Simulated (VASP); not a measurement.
# Ti (Fm-3m) in VASP: a series of runs

Ti is run at these levels: PBE; tasks: single point, relaxation of cell and atoms.

All numbers are computed with VASP 6.6.1; they aren't measurements. Logs are shortened: lines on timing, memory, paths and dates and some standing lists are left out, and cuts for length are marked.

### Step 1. The cell of the first run

Symmetry: Fm-3m, No. 225, cubic system. Conventional cell: a = 4.115 Å, b = 4.115 Å, c = 4.115 Å, α = 90.00°, β = 90.00°, γ = 90.00°. Within 3.8 Å of Ti (site symmetry m-3m) lie 12 Ti at 2.91 Å.

### Step 2. Single point, PBE

Contents of INCAR:

```
  PREC = Accurate
  ENCUT = 520
  EDIFF = 1E-7
  ISMEAR = -1
  SIGMA = 0.1
  LREAL = False
  LASPH = True
  NELM = 60
  ALGO = Normal
  ISIF = 2
  LWAVE = False
  LCHARG = True
  GGA = PE
  LELF = True
  LVHAR = True
  NBANDS = 12
```

Contents of KPOINTS:

```
Automatic mesh
0
Gamma
  13 13 13
```

Contents of POSCAR:

```
Ti
1.0
    0.0000000000      2.0576788721      2.0576788721
    2.0576788721      0.0000000000      2.0576788721
    2.0576788721      2.0576788721      0.0000000000
Ti
1
Direct
    0.0000000000      0.0000000000      0.0000000000
```

Potentials or basis: VASP PAW PBE potentials, release 64 (Ti_sv).

Launch:

```
$ cat potpaw_PBE.64/Ti_sv/POTCAR > POTCAR
$ mpirun -np 1 vasp_std > vasp.out
```

OUTCAR:

```text
PREC = Accurate
   ENCUT = 520
   EDIFF = 1E-7
   ISMEAR = -1
   LREAL = False
   LASPH = True
   NELM = 60
   ISIF = 2
   GGA = PE

 ion  position               nearest neighbor table
   1  0.000  0.000  0.000-

  LATTYP: Found a face centered cubic cell.
 ALAT       =     4.1153577442

  Lattice vectors:

 A1 = (   0.0000000000,   2.0576788721,   2.0576788721)
 A2 = (   2.0576788721,   0.0000000000,   2.0576788721)
 A3 = (   2.0576788721,   2.0576788721,   0.0000000000)

Analysis of symmetry for initial positions (statically):
=====================================================================
 Subroutine PRICEL returns:
 Original cell was already a primitive cell.

 Routine SETGRP: Setting up the symmetry group for a
 face centered cubic supercell.

 Subroutine GETGRP returns: Found 48 space group operations
 (whereof 48 operations were pure point group operations)
 out of a pool of 48 trial point group operations.

The static configuration has the point symmetry O_h .

Analysis of symmetry for dynamics (positions and initial velocities):
=====================================================================
 Subroutine PRICEL returns:
 Original cell was already a primitive cell.

 Routine SETGRP: Setting up the symmetry group for a
 face centered cubic supercell.

 Subroutine GETGRP returns: Found 48 space group operations
 (whereof 48 operations were pure point group operations)
 out of a pool of 48 trial point group operations.

The dynamic configuration has the point symmetry O_h .

 Subroutine INISYM returns: Found 48 space group operations
 (whereof 48 operations are pure point group operations),
 and found     1 'primitive' translations

----------------------------------------------------------------------------------------

                                     Primitive cell

  volume of cell :      17.4246

  direct lattice vectors                    reciprocal lattice vectors
     0.000000000  2.057678872  2.057678872    -0.242992241  0.242992241  0.242992241
     2.057678872  0.000000000  2.057678872     0.242992241 -0.242992241  0.242992241
     2.057678872  2.057678872  0.000000000     0.242992241  0.242992241 -0.242992241

  length of vectors
     2.909997368  2.909997368  2.909997368     0.420874907  0.420874907  0.420874907

  position of ions in fractional coordinates (direct lattice)
     0.000000000  0.000000000  0.000000000

  ion indices of the primitive-cell ions
   primitive index   ion index
                 1           1

----------------------------------------------------------------------------------------

 KPOINTS: Automatic mesh

Automatic generation of k-mesh.
 Grid dimensions read from file:
 generate k-points for:   13   13   13

 Generating k-lattice:

  Cartesian coordinates                     Fractional coordinates (reciprocal lattice)
    -0.018691711  0.018691711  0.018691711     0.076923077  0.000000000  0.000000000
     0.018691711 -0.018691711  0.018691711     0.000000000  0.076923077  0.000000000
     0.018691711  0.018691711 -0.018691711     0.000000000  0.000000000  0.076923077

  Length of vectors
     0.032374993  0.032374993  0.032374993

  Shift w.r.t. Gamma in fractional coordinates (k-lattice)
     0.000000000  0.000000000  0.000000000

 Subroutine IBZKPT returns following result:
 ===========================================

 Found     84 irreducible k-points:

 Following reciprocal coordinates:
            Coordinates               Weight
  0.000000  0.000000  0.000000      1.000000
  0.076923  0.000000  0.000000      8.000000
  0.153846  0.000000  0.000000      8.000000
  0.230769  0.000000  0.000000      8.000000
  0.307692  0.000000  0.000000      8.000000
  0.384615  0.000000  0.000000      8.000000
[... 16 lines left out ...]
  0.384615  0.153846  0.000000     24.000000
  0.461538  0.153846  0.000000     24.000000
 [... further k-points ...]
   k-points           NKPTS =     84   k-points in BZ     NKDIM =     84   number of bands    NBANDS=     12
   number of dos      NEDOS =    301   number of ions     NIONS =      1
   total plane-waves  NPLWV =  13824
   dimension x,y,z NGX =    24 NGY =   24 NGZ =   24
   dimension x,y,z NGXF=    48 NGYF=   48 NGZF=   48
   ions per type =               1
   NGX,Y,Z   is equivalent  to a cutoff of  13.71, 13.71, 13.71 a.u.
   NGXF,Y,Z  is equivalent  to a cutoff of  27.42, 27.42, 27.42 a.u.
 SYSTEM =  unknown system
   PREC   = accura    normal or accurate (medium, high low for compatibility)
   ISTART =      0    job   : 0-new  1-cont  2-samecut
   ICHARG =      2    charge: 1-file 2-atom 10-const
   ISPIN  =      1    spin polarized calculation?
   LNONCOLLINEAR =      F non collinear calculations
   LSORBIT =      F    spin-orbit coupling
   LASPH  =      T    aspherical Exc in radial PAW
   ENCUT  =  520.0 eV  38.22 Ry    6.18 a.u.   5.41  5.41  5.41*2*pi/ulx,y,z
   NELM   =     60;   NELMIN=  2; NELMDL= -5     # of ELM steps
   EDIFF  = 0.1E-06   stopping-criterion for ELM
   LREAL  =      F    real-space projection
   EDIFFG = 0.1E-05   stopping-criterion for IOM
   NSW    =      0    number of steps for IOM
   IBRION =     -1    ionic relax: 0-MD 1-quasi-New 2-CG
   NFREE  =      0    steps in history (QN), initial steepest desc. (CG)
   ISIF   =      2    stress and relaxation
   ISYM   =      2    0-nonsym 1-usesym 2-fastsym
   POTIM  = 0.5000    time-step for ionic-motion
   TEBEG  =    0.0;   TEEND  =   0.0 temperature during run
   PSTRESS=    0.0 pullay stress
   NELECT =      12.0000    total number of electrons
   NUPDOWN=      -1.0000    fix difference up-down
   EMIN   =  10.00;   EMAX   =-10.00  energy-range for DOS
   EFERMI =   0.00;   METHOD = LEGACY
   ISMEAR =    -1;   SIGMA  =   0.10  broadening in eV -4-tet -1-fermi 0-gaus
   EFERMI_NEDOS =   21; number of points for ismear=-14 and -15
   IALGO  =     38    algorithm
   IMIX   =      4    mixing-type and parameters
     AMIX     =   0.40;   BMIX     =  1.00
     AMIX_MAG =   1.60;   BMIX_MAG =  1.00
  volume/ion in A,a.u.               =      17.42       117.59
  Fermi-wavevector in a.u.,A,eV,Ry     =   1.445709  2.731994 28.437203  2.090075
  Thomas-Fermi vector in A             =   2.563860
   LORBIT       =      0    0 simple, 1 ext, 2 COOP (PROOUT), +10 PAW based schemes
   GGA     = PE    functional components
   LHFCALC =     F    Hartree Fock is set to
   AEXX    =    0.0000 exact exchange contribution
   IVDW    =     0    specifies the selected vdW correction
   LEPSILON=     F    determine dielectric tensor
   LRPA    =     F    only Hartree local field effects (RPA)
 non-spin polarized calculation
  energy-cutoff  :      520.00
  volume of cell :       17.42
 maximum number of plane-waves:       489
 NGX is ok and might be reduce to    24
   NGX = 11   NGY = 11   NGZ = 11

 number of electron      12.0000002 magnetization

 Free energy of the ion-electron system (eV)
  ---------------------------------------------------
  ext. energy  EPLUGINS =         0.00000000
  ---------------------------------------------------
  free energy    TOTEN  =        -7.80653700 eV

  energy without entropy =       -7.75046119  energy(sigma->0) =       -7.77849909

 E-fermi :   8.1885     XC(G=0): -11.4830

 val. band max:        8.1777878268   @ k =  -0.1538   0.1538   0.0000
 cond. band min:       8.2487995025   @ k =  -0.3846   0.3846   0.1538
 fundamental gap:      0.0710116757
 Fermi energy:         8.1884502905

 k-point     1 :       0.0000    0.0000    0.0000
  band No.  band energies     occupation
      1     -48.5237      2.00000
      2     -24.3870      2.00000
      3     -24.3870      2.00000
      4     -24.3870      2.00000
      5       2.0973      2.00000
      6       9.0628      0.00032
      7       9.0628      0.00032
      8       9.0628      0.00032
      9      10.6867      0.00000
     10      10.6867      0.00000
     11      23.4140      0.00000
     12      27.8736      0.00000

 k-point     2 :       0.0769    0.0000    0.0000
  band No.  band energies     occupation
      1     -48.5169      2.00000
      2     -24.4263      2.00000
      3     -24.3920      2.00000
      4     -24.3920      2.00000
      5       2.2877      2.00000
      6       8.9466      0.00102
      7       9.1303      0.00016
      8       9.1303      0.00016
      9      10.6439      0.00000
     10      10.6439      0.00000
     11      23.5563      0.00000
     12      26.4871      0.00000

 k-point     3 :       0.1538    0.0000    0.0000
  band No.  band energies     occupation
      1     -48.4980      2.00000
      2     -24.5339      2.00000
      3     -24.4056      2.00000
      4     -24.4056      2.00000
      5       2.8341      2.00000
      6       8.6558      0.01851
      7       9.2768      0.00004
      8       9.2768      0.00004
      9      10.5827      0.00000
     10      10.5827      0.00000
     11      23.4160      0.00000
     12      24.6944      0.00000

 k-point     4 :       0.2308    0.0000    0.0000
  band No.  band energies     occupation
      1     -48.4712      2.00000
      2     -24.6835      2.00000
      3     -24.4247      2.00000
      4     -24.4247      2.00000
      5       3.6525      2.00000
      6       8.3330      0.38148
      7       9.3340      0.00002
      8       9.3340      0.00002
      9      10.6898      0.00000
     10      10.6898      0.00000
     11      21.5966      0.00000
     12      24.2610      0.00000

 k-point     5 :       0.3077    0.0000    0.0000
  band No.  band energies     occupation
      1     -48.4425      2.00000
      2     -24.8396      2.00000
      3     -24.4448      2.00000
      4     -24.4448      2.00000
      5       4.5654      2.00000
      6       8.1668      1.10782
      7       9.2216      0.00007
      8       9.2216      0.00007
      9      11.0375      0.00000
     10      11.0375      0.00000
     11      19.5130      0.00000
     12      23.7098      0.00000
[... 228 lines left out ...]
      1     -48.4693      2.00000
      2     -24.6259      2.00000
      3     -24.4620      2.00000
      4     -24.4572      2.00000
      5       3.6734      2.00000
      6       8.0865      1.46969
      7       9.4738      0.00001
      8       9.7031      0.00000
      9      10.0569      0.00000
     10      11.0254      0.00000
     11      23.3770      0.00000
     12      24.4640      0.00000

 k-point    22 :       0.3077    0.1538    0.0000
  band No.  band energies     occupation
      1     -48.4440      2.00000
      2     -24.7534      2.00000
      3     -24.4846      2.00000
      4     -24.4815      2.00000
      5       4.4899      2.00000
      6       7.8275      1.94729
      7       9.0969      0.00023
      8       9.7481      0.00000
      9      10.6073      0.00000
     10      11.2769      0.00000
     11      21.2180      0.00000
     12      24.0510      0.00000

 k-point    23 :       0.3846    0.1538    0.0000
  band No.  band energies     occupation
      1     -48.4191      2.00000
      2     -24.8749      2.00000
      3     -24.5126      2.00000
      4     -24.5003      2.00000
      5       5.3335      2.00000
      6       7.7081      1.98373
      7       8.7858      0.00508
      8       9.6397      0.00000
      9      11.3530      0.00000
     10      11.5961      0.00000
     11      19.0630      0.00000
     12      23.3828      0.00000

 k-point    24 :       0.4615    0.1538    0.0000
  band No.  band energies     occupation
      1     -48.4005      2.00000
      2     -24.9626      2.00000
      3     -24.5442      2.00000
      4     -24.5058      2.00000
      5       5.9265      2.00000
      6       7.7539      1.97440
      7       8.6957      0.01246
      8       9.4933      0.00000
      9      11.7847      0.00000
     10      12.1936      0.00000
     11      17.2092      0.00000
     12      22.7664      0.00000

 [... further k-points ...]

------------------------ aborting loop because EDIFF is reached ----------------------------------------

  FORCE on cell =-STRESS in cart. coord.  units (eV):
  Direction    XX          YY          ZZ          XY          YZ          ZX
  --------------------------------------------------------------------------------------
  -------------------------------------------------------------------------------------
  Total       -0.0312398     -0.0312398     -0.0312398      0.0000000     -0.0000000      0.0000000
  in kB       -2.8724757     -2.8724757     -2.8724757      0.0000000     -0.0000000      0.0000000
  external PRESSURE =      -2.8724757 kB  Pullay stress =       0.0000000 kB

 VOLUME and BASIS-vectors are now :
 -----------------------------------------------------------------------------
  energy-cutoff  :      520.00
  volume of cell :       17.42
      direct lattice vectors                 reciprocal lattice vectors
     0.000000000  2.057678872  2.057678872    -0.242992241  0.242992241  0.242992241
     2.057678872  0.000000000  2.057678872     0.242992241 -0.242992241  0.242992241
     2.057678872  2.057678872  0.000000000     0.242992241  0.242992241 -0.242992241

 POSITION                                       TOTAL-FORCE (eV/Angst)
 -----------------------------------------------------------------------------------
      0.00000      0.00000      0.00000         0.000000      0.000000      0.000000
 -----------------------------------------------------------------------------------
    total drift:                               -0.000000      0.000000      0.000000

  FREE ENERGIE OF THE ION-ELECTRON SYSTEM (eV)
  ---------------------------------------------------
  free  energy   TOTEN  =        -7.8065369969 eV

  energy  without entropy=       -7.7504611860  energy(sigma->0) =       -7.77849909
```

Run time: 9.2 s. Hardware: 1 thread of Intel Xeon 6975P-C (Granite Rapids), shared host; peak memory 0.14 GiB.

Results:

```yaml
Free_energy: -7.8065 eV
Pressure: -0.3 GPa
Band_gap_on_the_k_mesh: zero (band 6 reaches 9.06 eV, above the bottom of band 7 at 7.69 eV)
```

Levels at points of the mesh, in eV from the Fermi level:
```
           k point  band 4  band 5  band 6  band 7  band 8  band 9
(0.00, 0.00, 0.00)  -32.58   -6.09    0.87    0.87    0.87    2.50
```

[end of part 1 of 2]
